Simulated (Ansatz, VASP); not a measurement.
# PbO in VASP and in Ansatz

Contents of INCAR:

```
PREC = Accurate ; ENCUT = 600
EDIFF = 1E-6 ; ISMEAR = 0
SIGMA = 0.02 ; LREAL = F
LASPH = T ; NELM = 80
ALGO = Normal ; ISIF = 3
LWAVE = F ; LCHARG = F
GGA = PE ; IVDW = 12
IBRION = 2 ; NSW = 100
EDIFFG = -0.005
```

KPOINTS

```
Automatic mesh
0
Gamma
  8 8 6
```

The input POSCAR:

```
PbO
1.0
    3.9744000000      0.0000000000      0.0000000000
    0.0000000000      3.9744000000      0.0000000000
    0.0000000000      0.0000000000      5.0220000000
Pb O
2 2
Direct
    0.0000000000      0.5000000000      0.2351000000
    0.5000000000      0.0000000000      0.7649000000
    0.0000000000      0.0000000000      0.0000000000
    0.5000000000      0.5000000000      0.0000000000
```

Input for Ansatz:

```yaml
crystal:
  lattice:
    - [3.9744, 0.0, 0.0]
    - [0.0, 3.9744, 0.0]
    - [0.0, 0.0, 5.022]
  atoms:
    - { symbol: Pb, position: [0.0, 0.5, 0.2351] }
    - { symbol: Pb, position: [0.5, 0.0, 0.7649] }
    - { symbol: O, position: [0.0, 0.0, 0.0] }
    - { symbol: O, position: [0.5, 0.5, 0.0] }
basis:
  ecutwfc: 420
kpoints:
  mp_grid: { grid: [8, 8, 6] }
hamiltonian:
  xc: pbe
  dispersion: d3bj
scf:
  occupations: { method: gaussian, width: 0.02 }
output:
  forces: true
  stress: true
  eigenvalues: true
relax:
  adjacent_minimum: "off"
  f_tol: 0.005
  max_steps: 80
  cell: { stress_tol: 0.05 }
```

Alike in both runs: task relaxation of cell and atoms; functional PBE; dispersion D3(BJ); k mesh 8 × 8 × 6; occupations gaussian, width 0.02 eV; no spin polarisation.

|  | VASP | Ansatz |
| --- | --- | --- |
| version | VASP 6.6.1 | Ansatz 0.2.0 |
| potentials or method | VASP PAW PBE potentials, release 64 (Pb_d, O), cutoff 600 eV | scalar-relativistic, plane waves, PAW |
| valence electrons in the cell | 40 | 40 |

|  | VASP | Ansatz | Ansatz less VASP |
| --- | --- | --- | --- |
| gap on the k mesh at the Fermi level, each at its own relaxed structure (eV) | 1.25 | 1.27 | +0.020 |
| relaxed volume (Å³/atom) | 20.21 | 20.32 | +0.109 |
| relaxed length of the cell vector where the two differ most in proportion (Å) | 4.966 | 4.995 | +0.0290 |

Ansatz's warnings: relaxed geometry near dispersion switch.

Neither program's run includes spin-orbit coupling.
